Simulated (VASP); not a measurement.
**C: single point with PBEsol+D3(BJ)**

C:

```xyz
2
Lattice="2.5221 0.0000 0.0000 1.2610 2.1842 0.0000 1.2610 0.7281 2.0593" Properties=species:S:1:pos:R:3 pbc="T T T"
C     0.0000    0.0000    0.0000
C     1.2610    0.7281    0.5148
```

| Quantity | Value |
| --- | --- |
| Program | VASP 6.6.1 |
| Task | single point |
| Functional | PBEsol |
| Dispersion | D3(BJ) |
| Potentials or basis | VASP PAW PBE potentials, release 64 (C) |
| Cutoff | 520 eV |
| k mesh | 10 × 10 × 10 |
| Occupations | gaussian, width 0.01 eV |
| Spin | no spin polarisation |
| Dipole correction | no |
| k mesh for the DOS | 15 × 15 × 15 |
| Occupations for the DOS | tetrahedron |
| Further INCAR settings | ALGO = Normal; EDIFF = 1e-06 |

```yaml
Valence_electrons_inside_the_program's_atomic_spheres: C 2.57
Dispersion_energy_per_atom: -0.130 eV
```

Levels at points of the mesh, in eV from the valence-band top:
| k point | band 2 | band 3 | band 4 | band 5 | band 6 | band 7 |
| --- | --- | --- | --- | --- | --- | --- |
| (0.00, 0.00, 0.00) | 0.00 | 0.00 | 0.00 | 5.54 | 5.54 | 5.54 |

Wall time 10 s on 1 thread of Intel(R) Xeon(R) Platinum 8259CL CPU @ 2.50GHz (Skylake/Cascade Lake) (shared host), peak memory 0.13 GiB.
